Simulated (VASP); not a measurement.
Wanted: the native input for a VASP 6.6.1 run.

- Task: relaxation of cell and atoms
- Functional: PBEsol
- Potentials or basis: VASP PAW PBE potentials, release 64 (La, Ga_d)
- Cutoff: 500 eV
- k mesh: 9 × 9 × 8
- Occupations: fermi-dirac, width 0.1 eV
- Spin: no spin polarisation
- Target pressure: 2 GPa
- Dipole correction: no
- Further INCAR settings: ALGO = Normal; EDIFF = 1e-07; IBRION = 2; EDIFFG = -0.01; NSW = 100; ISIF = 3

The structure of LaGa2 lies in POSCAR:

```
LaGa2
1.0
    4.3200000000      0.0000000000      0.0000000000
   -2.1600000000      3.7412300000      0.0000000000
    0.0000000000      0.0000000000      4.4160000000
La Ga
1 2
Direct
    0.0000000000      0.0000000000      0.0000000000
    0.3333333333      0.6666666667      0.5000000000
    0.6666666667      0.3333333333      0.5000000000
```

The input as run:

INCAR

```
  PREC = Accurate
  ENCUT = 500
  EDIFF = 1E-7
  ISMEAR = -1
  SIGMA = 0.1
  LREAL = False
  LASPH = True
  NELM = 200
  ALGO = Normal
  ISIF = 3
  LWAVE = False
  LCHARG = False
  GGA = PS
  IBRION = 2
  NSW = 100
  EDIFFG = -0.01
  PSTRESS = 20.0
  GGA_COMPAT = False
  NELMIN = 4
  LMAXMIX = 6
```

KPOINTS

```
Automatic mesh
0
Gamma
  9 9 8
```

Potentials or basis: VASP PAW PBE potentials, release 64 (La, Ga_d).

The run is started by

```sh
$ cat potpaw_PBE.64/La/POTCAR potpaw_PBE.64/Ga_d/POTCAR > POTCAR
$ mpirun -np 1 vasp_std > vasp.out
```

It gave:

```
Relaxed volume                                         : 22.48 Å³/atom
Relaxed cell                                           : a = 4.246 Å, b = 4.246 Å, c = 4.320 Å, α = 90.00°, β = 90.00°, γ = 120.00°
Space group after relaxing (to 0.05 Å)                 : P6/mmm (No. 191)
Energy change on relaxing (the enthalpy is what falls) : -1.6 meV/atom
Ionic steps                                            : 7
Pressure after relaxing                                : 2.0 GPa
```

Caveat: the cell is relaxed towards a set pressure, so the enthalpy falls and the energy may rise; the PAW data sets were made with another functional, which shifts forces and pressure a little.

Wall time 2.9 min on 1 thread of Intel(R) Xeon(R) 6975P-C (Granite Rapids), on a shared host, peak memory 0.26 GiB.
